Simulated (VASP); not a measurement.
# Al3GaN4 (Cm) in VASP: a series of runs

Al3GaN4 is run at these levels: r2SCAN; tasks: single point.

Program: VASP 6.6.1. These are calculated values, not measurements. Logs are shortened: lines on timing, memory, paths and dates and some standing lists are left out, and cuts for length are marked.

### 1 The cell of the first run

It takes space group Cm (No. 8, monoclinic). The conventional cell has a = 6.224 Å, b = 6.224 Å, c = 8.863 Å, α = 90.00°, β = 96.72°, γ = 90.00°. Within 2.5 Å of Al (site symmetry 1) lie 4 N at 1.89 to 2.17 Å. Within 2.5 Å of Al (site symmetry 1) lie 4 N at 1.89 Å. Within 2.5 Å of Al (site symmetry m) lie 4 N at 1.89 Å. Al (site symmetry m) has 4 N at 1.89 Å within 2.5 Å. Ga (site symmetry m) has 4 N at 1.95 Å within 2.6 Å. Ga (site symmetry m) has 4 N at 1.95 Å within 2.6 Å. N (site symmetry m) has 3 Al at 1.89 to 2.17 Å and 1 Ga at 1.95 Å within 2.5 Å. Within 2.5 Å of N (site symmetry m) lie 3 Al at 1.89 Å and 1 Ga at 1.95 Å.

### 2 Single point, r2SCAN

Input file POSCAR:

```
Al3GaN4
1.0
    0.0000000000     -4.4012372922      0.0000000000
    0.0000000000      0.0000000000     -4.4012372922
    8.8024745843     -0.7336862566      0.7336862566
Al Ga N
6 2 8
Direct
    0.3434853700      1.1565146300      0.9389000000
    0.4268353700      1.0731646300      0.4389000000
    0.8434853700      0.6565146300      0.9389000000
    0.9268353700      0.5731646300      0.4389000000
    0.4685103700      0.5314896300      0.1889000000
    0.3851603700      0.6148396300      0.6889000000
    0.9685103700      1.0314896300      0.1889000000
    0.8851603700      1.1148396300      0.6889000000
    0.2453516221      0.7546483779      0.0611290801
    0.1620016221      0.8379983779      0.5611290801
    0.7342679425      0.2657320575      0.0611290801
    0.6509179425      0.3490820575      0.5611290801
    0.1194027975      0.3916808821      0.8166709199
    0.2027527975      0.3083308821      0.3166709199
    0.6083191179      0.8805972025      0.8166709199
    0.6916691179      0.7972472025      0.3166709199
```

Input file INCAR.step1:

```
  PREC = Accurate
  ENCUT = 520
  ISMEAR = 0
  SIGMA = 0.05
  LREAL = Auto
  LASPH = True
  NELM = 100
  NBANDS = 56
  GGA = PE
  ALGO = Normal
  EDIFF = 1E-4
  LWAVE = True
  LCHARG = False
```

Input file INCAR.step2:

```
  PREC = Accurate
  ENCUT = 520
  EDIFF = 1E-6
  ISMEAR = 0
  SIGMA = 0.05
  LREAL = Auto
  LASPH = True
  NELM = 100
  ALGO = Normal
  ISIF = 2
  LWAVE = False
  LCHARG = False
  METAGGA = R2SCAN
  LMIXTAU = True
  NBANDS = 56
  ISTART = 1
```

Input file KPOINTS:

```
Automatic mesh
0
Gamma
  5 5 3
```

Potentials or basis: VASP PAW PBE potentials, release 64 (Al, Ga_d, N).

The run is started by

```sh
$ cat potpaw_PBE.64/Al/POTCAR potpaw_PBE.64/Ga_d/POTCAR potpaw_PBE.64/N/POTCAR > POTCAR
$ cp INCAR.step1 INCAR
$ mpirun -np 1 vasp_std > vasp.out
$ cp INCAR.step2 INCAR
$ mpirun -np 1 vasp_std > vasp.out
```

OUTCAR:

```text
PREC = Accurate
   ENCUT = 520
   EDIFF = 1E-6
   ISMEAR = 0
   LREAL = Auto
   LASPH = True
   NELM = 100
   ISIF = 2
   METAGGA = R2SCAN
   ISTART = 1

 ion  position               nearest neighbor table
   1  0.343  0.157  0.939-  13 1.89  15 1.89  11 2.14   9 2.17   5 2.74   7 2.74   6 3.11   8 3.11
                             8 3.11   6 3.11   3 3.11   3 3.11   3 3.11   3 3.11
   2  0.427  0.073  0.439-  14 1.89  10 1.89  12 1.89  16 1.89   5 3.11   6 3.11   7 3.11   8 3.11
                             7 3.11   6 3.11   5 3.11   8 3.11   4 3.11   4 3.11   4 3.11   4 3.11
   3  0.843  0.657  0.939-  15 1.89  13 1.89  11 2.14   9 2.17   5 2.74   7 2.74   6 3.11   8 3.11
                             6 3.11   8 3.11   1 3.11   1 3.11   1 3.11   1 3.11
   4  0.927  0.573  0.439-  16 1.89  10 1.89  12 1.89  14 1.89   5 3.11   6 3.11   7 3.11   8 3.11
                             5 3.11   8 3.11   7 3.11   6 3.11   2 3.11   2 3.11   2 3.11   2 3.11
   5  0.469  0.531  0.189-  11 1.89  16 1.89  14 1.89   9 1.89   1 2.74   3 2.74   2 3.11   4 3.11
                             2 3.11   4 3.11   7 3.11   7 3.11   7 3.11   7 3.11
   6  0.385  0.615  0.689-  12 1.89  15 1.89  13 1.89  10 1.89   1 3.11   2 3.11   3 3.11   4 3.11
                             4 3.11   1 3.11   2 3.11   3 3.11   8 3.11   8 3.11   8 3.11   8 3.11
   7  0.969  0.031  0.189-   9 1.95  14 1.95  16 1.95  11 1.95   1 2.74   3 2.74   2 3.11   4 3.11
                             4 3.11   2 3.11   5 3.11   5 3.11   5 3.11   5 3.11
   8  0.885  0.115  0.689-  10 1.95  13 1.95  15 1.95  12 1.95   1 3.11   2 3.11   3 3.11   4 3.11
                             2 3.11   3 3.11   4 3.11   1 3.11   6 3.11   6 3.11   6 3.11   6 3.11
   9  0.245  0.755  0.061-   5 1.89   7 1.95   1 2.17   3 2.17
  10  0.162  0.838  0.561-   2 1.89   4 1.89   6 1.89   8 1.95
  11  0.734  0.266  0.061-   5 1.89   7 1.95   3 2.14   1 2.14
  12  0.651  0.349  0.561-   6 1.89   4 1.89   2 1.89   8 1.95
  13  0.119  0.392  0.817-   1 1.89   6 1.89   3 1.89   8 1.95
  14  0.203  0.308  0.317-   2 1.89   5 1.89   4 1.89   7 1.95
  15  0.608  0.881  0.817-   3 1.89   6 1.89   1 1.89   8 1.95
  16  0.692  0.797  0.317-   4 1.89   5 1.89   2 1.89   7 1.95

  LATTYP: Found a base centered monoclinic cell.
 ALAT       =     6.2242894699
 B/A-ratio  =     1.0000000000
 C/A-ratio  =     1.4240045260
 COS(beta)  =    -0.1170642347

  Lattice vectors:

 A1 = (   0.0000000000,   0.0000000000,  -4.4012372922)
 A2 = (   0.0000000000,   4.4012372922,   0.0000000000)
 A3 = (   8.8024745843,  -0.7336862566,   0.7336862566)

Analysis of symmetry for initial positions (statically):
=====================================================================
 Subroutine PRICEL returns:
 Original cell was already a primitive cell.

 Routine SETGRP: Setting up the symmetry group for a
 base centered monoclinic supercell.

 Subroutine GETGRP returns: Found  2 space group operations
 (whereof  2 operations were pure point group operations)
 out of a pool of  4 trial point group operations.

The static configuration has the point symmetry C_1h.

Analysis of symmetry for dynamics (positions and initial velocities):
=====================================================================
 Subroutine PRICEL returns:
 Original cell was already a primitive cell.

 Routine SETGRP: Setting up the symmetry group for a
 base centered monoclinic supercell.

 Subroutine GETGRP returns: Found  2 space group operations
 (whereof  2 operations were pure point group operations)
 out of a pool of  4 trial point group operations.

The dynamic configuration has the point symmetry C_1h.

 Subroutine INISYM returns: Found  2 space group operations
 (whereof  2 operations are pure point group operations),
 and found     1 'primitive' translations

----------------------------------------------------------------------------------------

                                     Primitive cell

  volume of cell :     170.5118

  direct lattice vectors                    reciprocal lattice vectors
     0.000000000 -4.401237292  0.000000000    -0.018937856 -0.227208836  0.000000000
     0.000000000  0.000000000 -4.401237292     0.018937856  0.000000000 -0.227208836
     8.802474584 -0.733686257  0.733686257     0.113604418  0.000000000  0.000000000

  length of vectors
     4.401237292  4.401237292  8.863416376     0.227996705  0.227996705  0.113604418

  position of ions in fractional coordinates (direct lattice)
     0.343485370  0.156514630  0.938900000
     0.426835370  0.073164630  0.438900000
     0.843485370  0.656514630  0.938900000
     0.926835370  0.573164630  0.438900000
     0.468510370  0.531489630  0.188900000
     0.385160370  0.614839630  0.688900000
[... 8 lines left out ...]
     0.608319118  0.880597202  0.816670920
     0.691669118  0.797247203  0.316670920

  ion indices of the primitive-cell ions
   primitive index   ion index
                 1           1
                 2           2
                 3           3
                 4           4
                 5           5
                 6           6
[... 8 lines left out ...]
                15          15
                16          16

----------------------------------------------------------------------------------------

 KPOINTS: Automatic mesh

Automatic generation of k-mesh.
 Grid dimensions read from file:
 generate k-points for:    5    5    3

 Generating k-lattice:

  Cartesian coordinates                     Fractional coordinates (reciprocal lattice)
    -0.003787571 -0.045441767  0.000000000     0.200000000  0.000000000 -0.000000000
     0.003787571  0.000000000 -0.045441767     0.000000000  0.200000000  0.000000000
     0.037868139  0.000000000  0.000000000     0.000000000  0.000000000  0.333333333

  Length of vectors
     0.045599341  0.045599341  0.037868139

  Shift w.r.t. Gamma in fractional coordinates (k-lattice)
     0.000000000  0.000000000  0.000000000

 Subroutine IBZKPT returns following result:
 ===========================================

 Found     24 irreducible k-points:

 Following reciprocal coordinates:
            Coordinates               Weight
  0.000000  0.000000  0.000000      1.000000
  0.200000  0.000000  0.000000      4.000000
  0.400000  0.000000  0.000000      4.000000
  0.200000  0.200000  0.000000      2.000000
  0.400000  0.200000  0.000000      4.000000
 -0.400000  0.200000 -0.000000      4.000000
[... 16 lines left out ...]
  0.400000 -0.400000  0.333333      2.000000
  0.200000 -0.200000  0.333333      2.000000
   k-points           NKPTS =     24   k-points in BZ     NKDIM =     24   number of bands    NBANDS=     56
   number of dos      NEDOS =    301   number of ions     NIONS =     16
   total plane-waves  NPLWV =  90720
   dimension x,y,z NGX =    36 NGY =   36 NGZ =   70
   dimension x,y,z NGXF=    72 NGYF=   72 NGZF=  140
   ions per type =               6   2   8
   NGX,Y,Z   is equivalent  to a cutoff of  13.60, 13.60, 13.13 a.u.
   NGXF,Y,Z  is equivalent  to a cutoff of  27.20, 27.20, 26.26 a.u.
 SYSTEM =  unknown system
   PREC   = accura    normal or accurate (medium, high low for compatibility)
   ISTART =      1    job   : 0-new  1-cont  2-samecut
   ICHARG =      0    charge: 1-file 2-atom 10-const
   ISPIN  =      1    spin polarized calculation?
   LNONCOLLINEAR =      F non collinear calculations
   LSORBIT =      F    spin-orbit coupling
   LASPH  =      T    aspherical Exc in radial PAW
   ENCUT  =  520.0 eV  38.22 Ry    6.18 a.u.   8.18  8.18 16.48*2*pi/ulx,y,z
   NELM   =    100;   NELMIN=  2; NELMDL=  0     # of ELM steps
   EDIFF  = 0.1E-05   stopping-criterion for ELM
   LREAL  =      T    real-space projection
   EDIFFG = 0.1E-04   stopping-criterion for IOM
   NSW    =      0    number of steps for IOM
   IBRION =     -1    ionic relax: 0-MD 1-quasi-New 2-CG
   NFREE  =      0    steps in history (QN), initial steepest desc. (CG)
   ISIF   =      2    stress and relaxation
   ISYM   =      2    0-nonsym 1-usesym 2-fastsym
   POTIM  = 0.5000    time-step for ionic-motion
   TEBEG  =    0.0;   TEEND  =   0.0 temperature during run
   PSTRESS=    0.0 pullay stress
   NELECT =      84.0000    total number of electrons
   NUPDOWN=      -1.0000    fix difference up-down
   EMIN   =  10.00;   EMAX   =-10.00  energy-range for DOS
   EFERMI =   0.00;   METHOD = LEGACY
   ISMEAR =     0;   SIGMA  =   0.05  broadening in eV -4-tet -1-fermi 0-gaus
   EFERMI_NEDOS =   21; number of points for ismear=-14 and -15
   IALGO  =     38    algorithm
   IMIX   =      4    mixing-type and parameters
     AMIX     =   0.40;   BMIX     =  1.00
     AMIX_MAG =   1.60;   BMIX_MAG =  1.00
  volume/ion in A,a.u.               =      10.66        71.92
  Fermi-wavevector in a.u.,A,eV,Ry     =   1.292954  2.443329 22.745275  1.671731
  Thomas-Fermi vector in A             =   2.424630
   LORBIT       =      0    0 simple, 1 ext, 2 COOP (PROOUT), +10 PAW based schemes
   METAGGA = R2SCAN    functional components
   LHFCALC =     F    Hartree Fock is set to
   AEXX    =    0.0000 exact exchange contribution
   IVDW    =     0    specifies the selected vdW correction
   LEPSILON=     F    determine dielectric tensor
   LRPA    =     F    only Hartree local field effects (RPA)
 non-spin polarized calculation
 Gauss-broadening in eV      SIGMA  =   0.05
  energy-cutoff  :      520.00
  volume of cell :      170.51
 maximum number of plane-waves:      4621
 NGX is ok and might be reduce to    36

 number of electron      83.9999990 magnetization

 Free energy of the ion-electron system (eV)
  ---------------------------------------------------
  ext. energy  EPLUGINS =         0.00000000
  ---------------------------------------------------
  free energy    TOTEN  =      -153.76691960 eV

  energy without entropy =     -153.76691960  energy(sigma->0) =     -153.76691960

 E-fermi :   6.6192     XC(G=0): -11.8138

 val. band max:        6.3259420626   @ k =  -0.4000   0.4000  -0.0000
 cond. band min:       8.2822120393   @ k =   0.0000   0.0000   0.0000
 fundamental gap:      1.9562699767
 Fermi energy:         6.6191707443

 k-point     1 :       0.0000    0.0000    0.0000
  band No.  band energies     occupation
      1     -10.3827      2.00000
      2      -9.4736      2.00000
      3      -9.1823      2.00000
      4      -8.5490      2.00000
      5      -8.5058      2.00000
      6      -8.4613      2.00000
[... 46 lines left out ...]
     53      15.2364      0.00000
     54      15.4599      0.00000

 k-point     2 :       0.2000    0.0000    0.0000
  band No.  band energies     occupation
      1     -10.1982      2.00000
      2      -9.3837      2.00000
      3      -9.0611      2.00000
      4      -8.6490      2.00000
      5      -8.5852      2.00000
      6      -8.4849      2.00000
[... 46 lines left out ...]
     53      15.3855      0.00000
     54      15.8752      0.00000

 k-point     3 :       0.4000    0.0000    0.0000
  band No.  band energies     occupation
      1      -9.7022      2.00000
      2      -9.1465      2.00000
      3      -9.0526      2.00000
      4      -8.8633      2.00000
      5      -8.7813      2.00000
      6      -8.5008      2.00000
[... 46 lines left out ...]
     53      15.0727      0.00000
     54      15.2427      0.00000
[... 1084 lines left out ...]
 k-point    23 :       0.4000   -0.4000    0.3333
  band No.  band energies     occupation
      1      -9.2878      2.00000
      2      -8.9940      2.00000
      3      -8.9530      2.00000
      4      -8.8487      2.00000
      5      -8.7993      2.00000
      6      -8.6875      2.00000
[... 46 lines left out ...]
     53      14.8814      0.00000
     54      14.9183      0.00000

 k-point    24 :       0.2000   -0.2000    0.3333
  band No.  band energies     occupation
      1      -9.9671      2.00000
      2      -9.4975      2.00000
      3      -8.8050      2.00000
      4      -8.7037      2.00000
      5      -8.6356      2.00000
      6      -8.5303      2.00000
[... 46 lines left out ...]
     53      15.4989      0.00000
     54      15.8712      0.00000
 [bands above 54 left out]

------------------------ aborting loop because EDIFF is reached ----------------------------------------

  FORCE on cell =-STRESS in cart. coord.  units (eV):
  Direction    XX          YY          ZZ          XY          YZ          ZX
  --------------------------------------------------------------------------------------
  -------------------------------------------------------------------------------------
  Total        8.7900362     -7.1762644     -7.1762644      8.3915911      9.7111684     -8.3915991
  in kB       82.5936951    -67.4302337    -67.4302337     78.8497916     91.2489173    -78.8498667
  external PRESSURE =     -17.4222575 kB  Pullay stress =       0.0000000 kB

 VOLUME and BASIS-vectors are now :
 -----------------------------------------------------------------------------
  energy-cutoff  :      520.00
  volume of cell :      170.51
      direct lattice vectors                 reciprocal lattice vectors
     0.000000000 -4.401237292  0.000000000    -0.018937856 -0.227208836  0.000000000
     0.000000000  0.000000000 -4.401237292     0.018937856  0.000000000 -0.227208836
     8.802474584 -0.733686257  0.733686257     0.113604418  0.000000000  0.000000000

 POSITION                                       TOTAL-FORCE (eV/Angst)
 -----------------------------------------------------------------------------------
      8.26464     -2.20062     -0.00000         0.443091     -1.984046      1.793027
      3.86341     -2.20062     -0.00000        -0.071655     -0.000961      0.026159
      8.26464     -4.40124     -2.20062         0.443091     -1.793027      1.984046
      3.86341     -4.40124     -2.20062        -0.071655     -0.026159      0.000961
      1.66279     -2.20062     -2.20062         1.243162      0.133036     -0.133036
      6.06402     -2.20062     -2.20062        -0.341412     -0.092391      0.092391
[... 8 lines left out ...]
      7.18873     -3.27654     -3.27654        -1.080174     -0.456322      0.596178
      2.78749     -3.27654     -3.27654         0.169429      0.190421     -0.121303
 -----------------------------------------------------------------------------------
    total drift:                               -0.027895     -0.032038      0.032034

  FREE ENERGIE OF THE ION-ELECTRON SYSTEM (eV)
  ---------------------------------------------------
  free  energy   TOTEN  =      -153.7669196027 eV

  energy  without entropy=     -153.7669196027  energy(sigma->0) =     -153.76691960
```

Wall time 10 min (1 thread of Intel Xeon 6975P-C (Granite Rapids), shared host); peak memory 0.39 GiB.

What came out:

| Property | Result |
| --- | --- |
| Free energy | -153.7669 eV |
| Pressure | -1.7 GPa |
| Largest force | 3.688 eV/Å |
| Band gap on the k mesh | 1.96 eV (least direct gap 2.02 eV) |

Forces on the atoms (eV/Å):
```
Al   0.443 -1.984  1.793
Al  -0.072 -0.001  0.026
Al   0.443 -1.793  1.984
Al  -0.072 -0.026  0.001
Al   1.243  0.133 -0.133
Al  -0.341 -0.092  0.092
Ga   1.343  0.052 -0.052
Ga  -0.283 -0.094  0.094
N   -0.404  2.014 -2.014
N    0.000 -0.087  0.087
N   -0.467  2.587 -2.587
N   -0.012  0.032 -0.032
N   -1.080 -0.596  0.456
N    0.169  0.121 -0.190
N   -1.080 -0.456  0.596
N    0.169  0.190 -0.121
```

Stress tensor (GPa, compression positive):
```
 8.26  7.88 -7.88
 7.88 -6.74  9.12
-7.88  9.12 -6.74
```

Levels at points of the mesh, in eV from the valence-band top:
```csv
k point,band 40,band 41,band 42,band 43,band 44,band 45
"(0.00, 0.00, 0.00)",-1.06,-0.25,-0.06,1.96,2.14,2.67
```

Caveat: the PAW data sets were made with another functional, which shifts forces and pressure a little; an odd mesh through Γ misses points on the zone boundary, where band edges can lie.

### 3 Single point, r2SCAN

This run uses another cell than the first one, of the same volume but with other edges.

Input file POSCAR:

```
Al3GaN4
1.0
    0.0000000000     -4.4012372922      0.0000000000
    0.0000000000      0.0000000000     -4.4012372922
    8.8024745843     -1.4669323895      1.4669323895
Al Ga N
6 2 8
Direct
    0.1870646300      1.3129353700      0.9389000000
    0.3537146300      1.1462853700      0.4389000000
    0.6870646300      0.8129353700      0.9389000000
    0.8537146300      0.6462853700      0.4389000000
    0.4370396300      0.5629603700      0.1889000000
    0.2703896300      0.7296103700      0.6889000000
    0.9370396300      1.0629603700      0.1889000000
    0.7703896300      1.2296103700      0.6889000000
    0.2351675174      0.7648324826      0.0611290801
    0.0685175174      0.9314824826      0.5611290801
    0.7240838378      0.2759161622      0.0611290801
    0.5574338378      0.4425661622      0.5611290801
   -0.0166545778      0.5277382574      0.8166709199
    0.1499954222      0.3610882574      0.3166709199
    0.4722617426      1.0166545778      0.8166709199
    0.6389117426      0.8500045778      0.3166709199
```

Input file INCAR.step1:

```
SYSTEM = Al3GaN4
PREC = Accurate ; ENCUT = 520
ISMEAR = 0 ; SIGMA = 0.05
LREAL = Auto ; LASPH = .TRUE.
NELM = 60 ; NBANDS = 56
GGA = PE ; ALGO = Normal
EDIFF = 1E-4 ; LWAVE = .TRUE.
LCHARG = .FALSE.
```

Input file INCAR.step2:

```
SYSTEM = Al3GaN4
PREC = Accurate ; ENCUT = 520
EDIFF = 1E-6 ; ISMEAR = 0
SIGMA = 0.05 ; LREAL = Auto
LASPH = .TRUE. ; NELM = 60
ALGO = Normal ; ISIF = 2
LWAVE = .FALSE. ; LCHARG = .TRUE.
METAGGA = R2SCAN ; LMIXTAU = .TRUE.
LELF = .TRUE. ; LVHAR = .TRUE.
NBANDS = 56 ; ISTART = 1
```

Input file KPOINTS:

```
Automatic mesh
0
G
  5 5 3
  0 0 0
```

Potentials or basis: VASP PAW PBE potentials, release 64 (Al, Ga_d, N).

The run is started by

```sh
$ cat potpaw_PBE.64/Al/POTCAR potpaw_PBE.64/Ga_d/POTCAR potpaw_PBE.64/N/POTCAR > POTCAR
$ cp INCAR.step1 INCAR
$ mpirun -np 1 vasp_std > vasp.out
$ cp INCAR.step2 INCAR
$ mpirun -np 1 vasp_std > vasp.out
```

It took 11 min on 1 thread of Intel Xeon 6975P-C (Granite Rapids), shared host; peak memory 0.39 GiB.

Results (log left out):

```yaml
Free_energy: -153.7720 eV
Pressure: -1.8 GPa
Largest_force: 3.719 eV/Å
Band_gap_on_the_k_mesh: 1.96 eV (least direct gap 2.01 eV)
```

Forces in eV/Å, atoms in the order of the input:
```
Al   0.444  1.825 -1.954
Al  -0.072  0.000 -0.030
Al   0.444  1.954 -1.825
Al  -0.072  0.030  0.000
Al   1.232 -0.110  0.110
Al  -0.340  0.072 -0.072
Ga   1.345 -0.089  0.089
Ga  -0.273  0.104 -0.104
N   -0.281 -2.622  2.622
N    0.002 -0.023  0.023
N   -0.588 -1.974  1.974
N   -0.015  0.083 -0.083
N   -1.084  0.383 -0.673
N    0.170 -0.186  0.120
N   -1.084  0.673 -0.383
N    0.170 -0.120  0.186
```

Stress tensor (GPa, compression positive):
```
 8.24 -7.91  7.91
-7.91 -6.76  9.14
 7.91  9.14 -6.76
```

Levels at points of the mesh, in eV from the valence-band top:
| k point | band 38 | band 39 | band 40 | band 41 | band 42 | band 43 | band 44 | band 45 | band 46 | band 47 |
| --- | --- | --- | --- | --- | --- | --- | --- | --- | --- | --- |
| (0.00, 0.00, 0.00) | -1.55 | -1.43 | -1.05 | -0.23 | -0.05 | 1.96 | 2.56 | 3.10 | 3.18 | 4.59 |

Caveat: the PAW data sets were made with another functional, which shifts forces and pressure a little; an odd mesh through Γ misses points on the zone boundary, where band edges can lie.
